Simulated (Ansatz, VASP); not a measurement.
# TiO2 in VASP and in Ansatz

The input INCAR:

```
PREC = Accurate
ENCUT = 520
EDIFF = 1E-6
ISMEAR = 0
SIGMA = 0.05
LREAL = False
LASPH = True
NELM = 150
ALGO = Normal
ISIF = 2
LWAVE = False
LCHARG = False
LMAXMIX = 4
LDAU = True
LDAUTYPE = 2
LDAUL = 2 -1
LDAUU = 4 0
LDAUJ = 0 0
LDAUPRINT = 1
GGA = PE
NBANDS = 33
```

File KPOINTS:

```
regular mesh
0
Gamma
  6 6 6
```

Contents of POSCAR:

```
TiO2
1.0
    2.6252399294     -2.6253128814     -0.0195896425
    2.6252399294      2.6253128814     -0.0195896425
   -2.5896256811      0.0000000000      4.7752202290
Ti O
2 4
Direct
    0.1250069486      0.8749930514      0.2500000000
    0.8749930514      0.1250069486      0.7500000000
    0.3455605588      0.0955838341      0.6911308395
    0.6544394412      0.9044161659      0.3088691605
    0.9044161659      0.6544394412      0.8088691605
    0.0955838341      0.3455605588      0.1911308395
```

Input for Ansatz:

```yaml
crystal:
  lattice:
    - [2.6252399294, -2.6253128814, -0.0195896425]
    - [2.6252399294, 2.6253128814, -0.0195896425]
    - [-2.5896256811, 0.0, 4.775220229]
  atoms:
    - { symbol: Ti, position: [0.1250069486, 0.8749930514, 0.25] }
    - { symbol: Ti, position: [0.8749930514, 0.1250069486, 0.75] }
    - { symbol: O, position: [0.3455605588, 0.0955838341, 0.6911308395] }
    - { symbol: O, position: [0.6544394412, 0.9044161659, 0.3088691605] }
    - { symbol: O, position: [0.9044161659, 0.6544394412, 0.8088691605] }
    - { symbol: O, position: [0.0955838341, 0.3455605588, 0.1911308395] }
basis:
  ecutwfc: 520.0
kpoints:
  mp_grid: { grid: [6, 6, 6] }
hamiltonian:
  xc: pbe
  pseudopotentials: { kind: paw, azcp: { folder: soft_1 } }
  hubbard: { sites: [{ species: Ti, l: d, u_eff: 4.0 }] }
scf:
  occupations: { method: gaussian, width: 0.05 }
output:
  forces: true
  stress: true
  eigenvalues: true
```

Alike in both runs: task single point; functional PBE; k mesh 6 × 6 × 6; occupations gaussian, width 0.05 eV; no spin polarisation; Hubbard terms Ti d U = 4.0 eV.

```csv
,VASP,Ansatz
version,VASP 6.6.1,Ansatz 0.2.0
potentials or method,"VASP PAW PBE potentials, release 64 (Ti_sv, O), cutoff 520 eV","scalar-relativistic, plane waves, PAW"
valence electrons in the cell,48,48
```

|  | VASP | Ansatz | Ansatz less VASP |
| --- | --- | --- | --- |
| gap on the k mesh at the Fermi level (eV) | 2.32 | 2.25 | -0.076 |
| least direct gap on the mesh (eV) | 3.05 | 2.96 | -0.088 |
| pressure (GPa) | 19.9 | 14.7 | -5.20 |
| traceless stress, the component that is largest in VASP (GPa) | -20.26 | -17.69 | +2.573 |
| rms of the force components (eV/Å) | 0.646 | 0.687 | +0.0416 |

The programs project onto different local orbitals, so the same U acts differently, and such runs can settle in different states. Atom by atom the forces differ by 0.042 eV/Å (rms over components).
